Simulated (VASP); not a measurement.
# MnSi (zincblende type) (F-43m) in VASP: relaxation of cell and atoms with r2SCAN

Aim: the relaxation of cell and atoms of MnSi (zincblende type) with r2SCAN.

Program: VASP 6.6.1. These are calculated values, not measurements. Logs are shortened: lines on timing, memory, paths and dates and some standing lists are left out, and cuts for length are marked.

### Step 1. The cell of the first run

It takes space group F-43m (No. 216, cubic). The conventional cell has a = 5.269 Å, b = 5.269 Å, c = 5.269 Å, α = 90.00°, β = 90.00°, γ = 90.00°. Within 3.0 Å of Mn (site symmetry -43m) lie 4 Si at 2.28 Å. Si (site symmetry -43m) has 4 Mn at 2.28 Å within 3.0 Å.

### Step 2. Relaxation of cell and atoms, r2SCAN, collinear spin, ferromagnetic start, target pressure -0.98 GPa, at which the enthalpy is minimised

Contents of POSCAR:

```
MnSi
1.0
    0.0000000000      2.6347143169      2.6347143169
    2.6347143169      0.0000000000      2.6347143169
    2.6347143169      2.6347143169      0.0000000000
Mn Si
1 1
Direct
    0.0000000000      0.0000000000      0.0000000000
    0.2500000000      0.2500000000      0.2500000000
```

Contents of INCAR.step1:

```
SYSTEM = MnSi
PREC = Accurate ; ENCUT = 600
ISMEAR = -1 ; SIGMA = 0.1
LREAL = .FALSE. ; LASPH = .TRUE.
NELM = 150 ; ISPIN = 2
MAGMOM = 3 0 ; LMAXMIX = 4
GGA = PE ; ALGO = Normal
EDIFF = 1E-4 ; LWAVE = .TRUE.
LCHARG = .FALSE.
```

Contents of INCAR.step2:

```
SYSTEM = MnSi
PREC = Accurate ; ENCUT = 600
EDIFF = 1E-7 ; ISMEAR = -1
SIGMA = 0.1 ; LREAL = .FALSE.
LASPH = .TRUE. ; NELM = 150
ALGO = Normal ; ISIF = 3
LWAVE = .FALSE. ; LCHARG = .FALSE.
ISPIN = 2 ; MAGMOM = 3 0
LORBIT = 11 ; LMAXMIX = 4
METAGGA = R2SCAN ; LMIXTAU = .TRUE.
IBRION = 2 ; NSW = 60
EDIFFG = -0.005 ; PSTRESS = -9.8
ISTART = 1
```

Contents of KPOINTS:

```
regular mesh
0
G
  12 12 12
  0 0 0
```

Potentials or basis: VASP PAW PBE potentials, release 64 (Mn_pv, Si).

Launch:

```
> cat potpaw_PBE.64/Mn_pv/POTCAR potpaw_PBE.64/Si/POTCAR > POTCAR
> cp INCAR.step1 INCAR
> mpirun -np 1 vasp_std > vasp.out
> cp INCAR.step2 INCAR
> mpirun -np 1 vasp_std > vasp.out
```

OUTCAR:

```text
SYSTEM = MnSi
   PREC = Accurate
   ENCUT = 600
   EDIFF = 1E-7
   ISMEAR = -1
   LREAL = .FALSE.
   LASPH = .TRUE.
   NELM = 150
   ISIF = 3
   ISPIN = 2
   LORBIT = 11
   METAGGA = R2SCAN
   IBRION = 2
   NSW = 60
   EDIFFG = -0.005
   PSTRESS = -9.8
   ISTART = 1

 ion  position               nearest neighbor table
   1  0.000  0.000  0.000-   2 2.28   2 2.28   2 2.28   2 2.28
   2  0.250  0.250  0.250-   1 2.28   1 2.28   1 2.28   1 2.28

  LATTYP: Found a face centered cubic cell.
 ALAT       =     5.2694286338

  Lattice vectors:

 A1 = (   0.0000000000,   2.6347143169,   2.6347143169)
 A2 = (   2.6347143169,   0.0000000000,   2.6347143169)
 A3 = (   2.6347143169,   2.6347143169,   0.0000000000)

Analysis of symmetry for initial positions (statically):
=====================================================================
 Subroutine PRICEL returns:
 Original cell was already a primitive cell.

 Routine SETGRP: Setting up the symmetry group for a
 face centered cubic supercell.

 Subroutine GETGRP returns: Found 24 space group operations
 (whereof 24 operations were pure point group operations)
 out of a pool of 48 trial point group operations.

The static configuration has the point symmetry T_d .

Analysis of symmetry for dynamics (positions and initial velocities):
=====================================================================
 Subroutine PRICEL returns:
 Original cell was already a primitive cell.

 Routine SETGRP: Setting up the symmetry group for a
 face centered cubic supercell.

 Subroutine GETGRP returns: Found 24 space group operations
 (whereof 24 operations were pure point group operations)
 out of a pool of 48 trial point group operations.

The dynamic configuration has the point symmetry T_d .

Analysis of structural, dynamic, and magnetic symmetry:
=====================================================================
 Subroutine PRICEL returns:
 Original cell was already a primitive cell.

 Routine SETGRP: Setting up the symmetry group for a
 face centered cubic supercell.

 Subroutine GETGRP returns: Found 24 space group operations
 (whereof 24 operations were pure point group operations)
 out of a pool of 48 trial point group operations.

The overall configuration has the point symmetry T_d .

 Subroutine INISYM returns: Found 24 space group operations
 (whereof 24 operations are pure point group operations),
 and found     1 'primitive' translations

----------------------------------------------------------------------------------------

                                     Primitive cell

  volume of cell :      36.5789

  direct lattice vectors                    reciprocal lattice vectors
     0.000000000  2.634714317  2.634714317    -0.189773896  0.189773896  0.189773896
     2.634714317  0.000000000  2.634714317     0.189773896 -0.189773896  0.189773896
     2.634714317  2.634714317  0.000000000     0.189773896  0.189773896 -0.189773896

  length of vectors
     3.726048720  3.726048720  3.726048720     0.328698029  0.328698029  0.328698029

  position of ions in fractional coordinates (direct lattice)
     0.000000000  0.000000000  0.000000000
     0.250000000  0.250000000  0.250000000

  ion indices of the primitive-cell ions
   primitive index   ion index
                 1           1
                 2           2

----------------------------------------------------------------------------------------

 KPOINTS: regular mesh

Automatic generation of k-mesh.
 Grid dimensions read from file:
 generate k-points for:   12   12   12

 Generating k-lattice:

  Cartesian coordinates                     Fractional coordinates (reciprocal lattice)
    -0.015814491  0.015814491  0.015814491     0.083333333  0.000000000  0.000000000
     0.015814491 -0.015814491  0.015814491     0.000000000  0.083333333  0.000000000
     0.015814491  0.015814491 -0.015814491     0.000000000  0.000000000  0.083333333

  Length of vectors
     0.027391502  0.027391502  0.027391502

  Shift w.r.t. Gamma in fractional coordinates (k-lattice)
     0.000000000  0.000000000  0.000000000

 Subroutine IBZKPT returns following result:
 ===========================================

 Found     72 irreducible k-points:

 Following reciprocal coordinates:
            Coordinates               Weight
  0.000000  0.000000  0.000000      1.000000
  0.083333  0.000000  0.000000      8.000000
  0.166667  0.000000  0.000000      8.000000
  0.250000  0.000000  0.000000      8.000000
  0.333333  0.000000  0.000000      8.000000
  0.416667  0.000000  0.000000      8.000000
[... 16 lines left out ...]
  0.500000  0.166667  0.000000     24.000000
 -0.416667  0.166667  0.000000     24.000000
 [... further k-points ...]
   k-points           NKPTS =     72   k-points in BZ     NKDIM =     72   number of bands    NBANDS=     14
   number of dos      NEDOS =    301   number of ions     NIONS =      2
   total plane-waves  NPLWV =  27000
   dimension x,y,z NGX =    30 NGY =   30 NGZ =   30
   dimension x,y,z NGXF=    60 NGYF=   60 NGZF=   60
   ions per type =               1   1
   NGX,Y,Z   is equivalent  to a cutoff of  13.39, 13.39, 13.39 a.u.
   NGXF,Y,Z  is equivalent  to a cutoff of  26.77, 26.77, 26.77 a.u.
 SYSTEM =  MnSi
   PREC   = accura    normal or accurate (medium, high low for compatibility)
   ISTART =      1    job   : 0-new  1-cont  2-samecut
   ICHARG =      0    charge: 1-file 2-atom 10-const
   ISPIN  =      2    spin polarized calculation?
   LNONCOLLINEAR =      F non collinear calculations
   LSORBIT =      F    spin-orbit coupling
   LASPH  =      T    aspherical Exc in radial PAW
   ENCUT  =  600.0 eV  44.10 Ry    6.64 a.u.   7.44  7.44  7.44*2*pi/ulx,y,z
   NELM   =    150;   NELMIN=  2; NELMDL=  0     # of ELM steps
   EDIFF  = 0.1E-06   stopping-criterion for ELM
   LREAL  =      F    real-space projection
   EDIFFG = -.5E-02   stopping-criterion for IOM
   NSW    =     60    number of steps for IOM
   IBRION =      2    ionic relax: 0-MD 1-quasi-New 2-CG
   NFREE  =      1    steps in history (QN), initial steepest desc. (CG)
   ISIF   =      3    stress and relaxation
   ISYM   =      2    0-nonsym 1-usesym 2-fastsym
   POTIM  = 0.5000    time-step for ionic-motion
   TEBEG  =    0.0;   TEEND  =   0.0 temperature during run
   PSTRESS=   -9.8 pullay stress
   NELECT =      17.0000    total number of electrons
   NUPDOWN=      -1.0000    fix difference up-down
   EMIN   =  10.00;   EMAX   =-10.00  energy-range for DOS
   EFERMI =   0.00;   METHOD = LEGACY
   ISMEAR =    -1;   SIGMA  =   0.10  broadening in eV -4-tet -1-fermi 0-gaus
   EFERMI_NEDOS =   21; number of points for ismear=-14 and -15
   IALGO  =     38    algorithm
   IMIX   =      4    mixing-type and parameters
     AMIX     =   0.40;   BMIX     =  1.00
     AMIX_MAG =   1.60;   BMIX_MAG =  1.00
  volume/ion in A,a.u.               =      18.29       123.42
  Fermi-wavevector in a.u.,A,eV,Ry     =   1.268083  2.396329 21.878630  1.608034
  Thomas-Fermi vector in A             =   2.401196
   LORBIT       =     11    0 simple, 1 ext, 2 COOP (PROOUT), +10 PAW based schemes
   METAGGA = R2SCAN    functional components
   LHFCALC =     F    Hartree Fock is set to
   AEXX    =    0.0000 exact exchange contribution
   IVDW    =     0    specifies the selected vdW correction
   LEPSILON=     F    determine dielectric tensor
   LRPA    =     F    only Hartree local field effects (RPA)
 conjugate gradient relaxation of ions
 spin polarized calculation
  energy-cutoff  :      600.00
  volume of cell :       36.58
 maximum number of plane-waves:      1243
 NGX is ok and might be reduce to    30
   NGX = 15   NGY = 15   NGZ = 15

--------------------------------------- Ionic step        1  -------------------------------------------

 number of electron      16.9999990 magnetization       2.7174997

 Free energy of the ion-electron system (eV)
  ---------------------------------------------------
  ext. energy  EPLUGINS =         0.00000000
  ---------------------------------------------------
  free energy    TOTEN  =       -22.12830240 eV

  energy without entropy =      -22.09784376  energy(sigma->0) =      -22.11307308

------------------------ aborting loop because EDIFF is reached ----------------------------------------

  FORCE on cell =-STRESS in cart. coord.  units (eV):
  Direction    XX          YY          ZZ          XY          YZ          ZX
  --------------------------------------------------------------------------------------
  -------------------------------------------------------------------------------------
  Total        2.2996339      2.2996339      2.2996339      0.0000000     -0.0000000     -0.0000000
  in kB      100.7253293    100.7253293    100.7253293      0.0000000     -0.0000000     -0.0000000
  external PRESSURE =     110.5253293 kB  Pullay stress =      -9.8000000 kB
[... 23 lines left out ...]
  enthalpy is  TOTEN    =       -22.3520436596 eV   P V=       -0.2237412619

--------------------------------------- Ionic step        2  -------------------------------------------

 number of electron      16.9999987 magnetization       2.9981901

 E-fermi :   4.0055     XC(G=0):  -9.9983

 val. band max:        3.9978188067   @ k =   0.4167   0.2500   0.0833
 cond. band min:       4.0793650760   @ k =   0.5000   0.3333   0.0000
 fundamental gap:      0.0815462693
 Fermi energy:         4.0055142506

 spin component 1

 k-point     1 :       0.0000    0.0000    0.0000
  band No.  band energies     occupation
      1     -48.0729      1.00000
      2     -48.0729      1.00000
      3     -48.0728      1.00000
      4      -5.0173      1.00000
      5       0.5514      1.00000
      6       0.5514      1.00000
      7       0.5514      1.00000
      8       1.1443      1.00000
      9       1.1443      1.00000
     10       8.8649      0.00000
     11       8.8649      0.00000
     12       8.8649      0.00000
     13      10.9101      0.00000
     14      10.9101      0.00000
[... 838 lines left out ...]
  enthalpy is  TOTEN    =       -22.5779116110 eV   P V=       -0.2671339570

--------------------------------------- Ionic step        3  -------------------------------------------

 number of electron      16.9999987 magnetization       2.9981001

 Free energy of the ion-electron system (eV)
  ---------------------------------------------------
  ext. energy  EPLUGINS =         0.00000000
  ---------------------------------------------------
  free energy    TOTEN  =       -22.31101578 eV

  energy without entropy =      -22.29315867  energy(sigma->0) =      -22.30208723

 E-fermi :   4.0133     XC(G=0): -10.0023

 val. band max:        4.0062662887   @ k =   0.4167   0.2500   0.0833
 cond. band min:       4.0868343572   @ k =   0.5000   0.3333   0.0000
 fundamental gap:      0.0805680686
 Fermi energy:         4.0132696555

 spin component 1

 k-point     1 :       0.0000    0.0000    0.0000
  band No.  band energies     occupation
      1     -48.0648      1.00000
      2     -48.0648      1.00000
      3     -48.0647      1.00000
      4      -5.0149      1.00000
      5       0.5575      1.00000
      6       0.5575      1.00000
      7       0.5575      1.00000
      8       1.1515      1.00000
      9       1.1515      1.00000
     10       8.8768      0.00000
     11       8.8768      0.00000
     12       8.8768      0.00000
     13      10.9195      0.00000
     14      10.9196      0.00000
[... 832 lines left out ...]
  FREE ENERGIE OF THE ION-ELECTRON SYSTEM (eV)
  ---------------------------------------------------
  free  energy   TOTEN  =       -22.3110157795 eV

  energy  without entropy=      -22.2931586734  energy(sigma->0) =      -22.30208723

  enthalpy is  TOTEN    =       -22.5779162179 eV   P V=       -0.2669004384

 reached required accuracy - stopping structural energy minimisation

 total charge

# of ion       s       p       d       tot
------------------------------------------
    1        0.386   6.209   4.981  11.576
    2        0.813   0.905   0.000   1.717
--------------------------------------------------
tot          1.198   7.114   4.981  13.293

 magnetization (x)

# of ion       s       p       d       tot
------------------------------------------
    1        0.053  -0.019   3.496   3.530
    2       -0.035  -0.322   0.000  -0.357
--------------------------------------------------
tot          0.018  -0.340   3.496   3.173
```

Wall time 34 min (1 thread of Oxide Virtual Turin-like, shared host); peak memory 0.21 GiB.

What came out:

```
Free energy                                                : -22.3110 eV
Relaxed volume                                             : 21.82 Å³/atom
Relaxed cell                                               : a = 3.952 Å, b = 3.952 Å, c = 3.952 Å, α = 60.00°, β = 60.00°, γ = 60.00°
Space group after relaxing (to 0.1 Å)                      : F-43m (No. 216)
Energy change on relaxing (the run minimises the enthalpy) : -91.4 meV/atom
Ionic steps                                                : 3
Pressure after relaxing                                    : -1.0 GPa
Band gap on the k mesh                                     : zero (filled and empty bands overlap)
Net moment                                                 : 3.00 μB per cell
Site moments                                               : Mn +3.53; Si -0.36 μB
Valence electrons inside the program's atomic spheres      : Mn 11.58; Si 1.72
```

The path:
```csv
step,energy change (eV),largest force (eV/Å),pressure (GPa),volume (Å³)
1,0.0000,0.0000,10.07,36.58
2,-0.1825,0.0000,-1.03,43.67
3,-0.1827,0.0000,-0.98,43.63
```

Final structure:
```xyz
2
Lattice="0.0000 2.7943 2.7943 2.7943 0.0000 2.7943 2.7943 2.7943 0.0000" Properties=species:S:1:pos:R:3 pbc="T T T"
Mn    0.0000    0.0000    0.0000
Si    1.3971    1.3971    1.3971
```

Levels at points of the mesh, in eV from the Fermi level:
Spin up:
```csv
k point,band 7,band 8,band 9,band 10,band 11,band 12,band 13,band 14
"(0.00, 0.00, 0.00)",-3.46,-2.86,-2.86,4.86,4.86,4.86,6.91,6.91
"(0.50, 0.00, 0.00)",-3.35,-2.68,-2.68,-2.11,2.97,2.97,6.32,7.63
"(0.50, 0.50, 0.00)",-2.77,-2.65,-2.40,-1.67,0.58,0.58,4.78,5.40
```
Spin down:
| k point | band 4 | band 5 | band 6 | band 7 | band 8 | band 9 | band 10 | band 11 |
| --- | --- | --- | --- | --- | --- | --- | --- | --- |
| (0.00, 0.00, 0.00) | -9.51 | -1.07 | -1.07 | -1.07 | 1.74 | 1.74 | 5.89 | 5.89 |
| (0.50, 0.00, 0.00) | -7.75 | -3.64 | -0.84 | -0.84 | 1.54 | 1.82 | 1.82 | 3.92 |
| (0.50, 0.50, 0.00) | -7.10 | -3.45 | -0.71 | -0.71 | 0.36 | 1.75 | 2.12 | 2.12 |

Caveat: the cell is relaxed towards a set pressure, so the run minimises the enthalpy, not the energy; the volume moved by over 15 % at a fixed basis, so the end points are rough; the PAW data sets were made with another functional, which shifts forces and pressure a little.
